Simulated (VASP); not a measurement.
Write the native input for VASP 6.6.1 that does the following.

* Task: single point
* Functional: r2SCAN
* Potentials or basis: VASP PAW PBE potentials, release 64 (Mg, O)
* Cutoff: 520 eV
* k mesh: 12 × 12 × 6
* Occupations: gaussian, width 0.01 eV
* Spin: no spin polarisation
* Dipole correction: no
* Further INCAR settings: ALGO = Normal; EDIFF = 1e-06; NBANDS = 16

Crystal: MgO.

```xyz
4
Lattice="3.3211 0.0000 0.0000 -1.6605 2.8762 0.0000 0.0000 0.0000 4.9338" Properties=species:S:1:pos:R:3 pbc="T T T"
Mg    0.0000    1.9174   -0.0716
Mg    1.6605    0.9587    2.3953
O     0.0000    1.9174    1.9218
O     1.6605    0.9587    4.3888
```

This cell differs from its parent crystal: epitaxial xy strain +1.0%.

The input as run:

POSCAR

```
MgO
1.0
    3.3210994004      0.0000000000      0.0000000000
   -1.6605497002      2.8761564492      0.0000000000
    0.0000000000      0.0000000000      4.9338488476
Mg O
2 2
Direct
    0.3333333333      0.6666666667     -0.0145219940
    0.6666666667      0.3333333333      0.4854780060
    0.3333333333      0.6666666667      0.3895219940
    0.6666666667      0.3333333333      0.8895219940
```

INCAR.step1

```
SYSTEM = MgO
  PREC = Accurate
  ENCUT = 520
  ISMEAR = 0
  SIGMA = 0.01
  LREAL = .False.
  LASPH = .True.
  NELM = 100
  NBANDS = 16
  GGA = PE
  ALGO = Normal
  EDIFF = 1E-4
  LWAVE = .True.
  LCHARG = .False.
```

INCAR.step2

```
SYSTEM = MgO
  PREC = Accurate
  ENCUT = 520
  EDIFF = 1E-6
  ISMEAR = 0
  SIGMA = 0.01
  LREAL = .False.
  LASPH = .True.
  NELM = 100
  ALGO = Normal
  ISIF = 2
  LWAVE = .False.
  LCHARG = .False.
  METAGGA = R2SCAN
  LMIXTAU = .True.
  NBANDS = 16
  ISTART = 1
```

KPOINTS

```
regular mesh
0
Gamma
  12 12 6
  0 0 0
```

Potentials or basis: VASP PAW PBE potentials, release 64 (Mg, O).

The run is started by

```sh
$ cat potpaw_PBE.64/Mg/POTCAR potpaw_PBE.64/O/POTCAR > POTCAR
$ cp INCAR.step1 INCAR
$ mpirun -np 1 vasp_std > vasp.out
$ cp INCAR.step2 INCAR
$ mpirun -np 1 vasp_std > vasp.out
```

It gave:

```
Pressure               : -1.2 GPa
Largest force          : 0.005 eV/Å
Band gap on the k mesh : 4.09 eV, direct
```

Caveat: the cell differs from its parent crystal (epitaxial xy strain +1.0%); the PAW data sets were made with another functional, which shifts forces and pressure a little.

It took 3.9 min on 1 thread of Intel(R) Xeon(R) Platinum 8259CL CPU @ 2.50GHz (Skylake/Cascade Lake), on a shared host, peak memory 0.21 GiB.
